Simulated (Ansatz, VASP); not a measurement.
## Sb: VASP beside Ansatz

Contents of INCAR:

```
PREC = Accurate ; ENCUT = 520
EDIFF = 1E-6 ; ISMEAR = -1
SIGMA = 0.03 ; LREAL = F
LASPH = T ; NELM = 80
ALGO = Normal ; ISIF = 2
LWAVE = F ; LCHARG = T
GGA = CA ; LELF = T
LVHAR = T ; NBANDS = 12
```

KPOINTS

```
regular mesh
0
Gamma
  12 12 12
```

The input POSCAR:

```
Sb
1.0
    2.1506003320      1.2416496806      3.8188800000
   -2.1506003320      1.2416496806      3.8188800000
    0.0000000000     -2.4832993611      3.8188800000
Sb
2
Direct
    0.2336400000      0.2336400000      0.2336400000
    0.7663600000      0.7663600000      0.7663600000
```

Input for Ansatz:

```yaml
crystal:
  lattice:
    - [2.150600332, 1.2416496806, 3.81888]
    - [-2.150600332, 1.2416496806, 3.81888]
    - [0.0, -2.4832993611, 3.81888]
  atoms:
    - { symbol: Sb, position: [0.23364, 0.23364, 0.23364] }
    - { symbol: Sb, position: [0.76636, 0.76636, 0.76636] }
kpoints:
  mp_grid: { grid: [12, 12, 12] }
  band_path:
    path:
      - [0.0, 0.0, 0.0]
      - [0.5, 0.5, 0.5]
      - [0.7628583666, 0.2371416334, 0.5]
      - [0.5, -0.2371416334, 0.2371416334]
      - [0.5, 0.0, 0.0]
      - [0.0, 0.0, 0.0]
      - [0.3685708167, -0.3685708167, 0.0]
      - [0.6314291833, 0.0, 0.3685708167]
      - [0.5, 0.0, 0.5]
    npoints: 5
scf:
  occupations: { method: fermi_dirac, width: 0.03 }
hamiltonian:
  xc: lda
  pseudopotentials: { kind: all_electron, lapw: { basis_error: 0.0005 } }
output:
  forces: true
  stress: true
  eigenvalues: true
```

Change from the starting cell: zz strain of +2 %.

Alike in both runs: task single point; functional LDA; k mesh 12 × 12 × 12; occupations fermi-dirac, width 0.03 eV; no spin polarisation.

|  | VASP | Ansatz |
| --- | --- | --- |
| version | VASP 6.6.1 | Ansatz 0.2.0 |
| potentials or method | VASP PAW LDA potentials, release 64 (Sb), cutoff 520 eV | all-electron LAPW, scalar-relativistic |

VASP gave:

- pressure (GPa): -1.5
- traceless stress, the component that is largest in VASP (GPa): -0.73
- rms of the force components (eV/Å): 0.001

**Question.** Which values does Ansatz return?

**Answer.** Pressure (GPa): -1.8; traceless stress, the component that is largest in VASP (GPa): -0.67; rms of the force components (eV/Å): 0.038.

LDA's correlation is that of Perdew and Zunger in VASP and of Perdew and Wang (1992) in Ansatz. Atom by atom the forces differ by 0.037 eV/Å (rms over components). Ansatz ran all-electron here, and VASP with PAW potentials.

Spin-orbit coupling is off throughout.
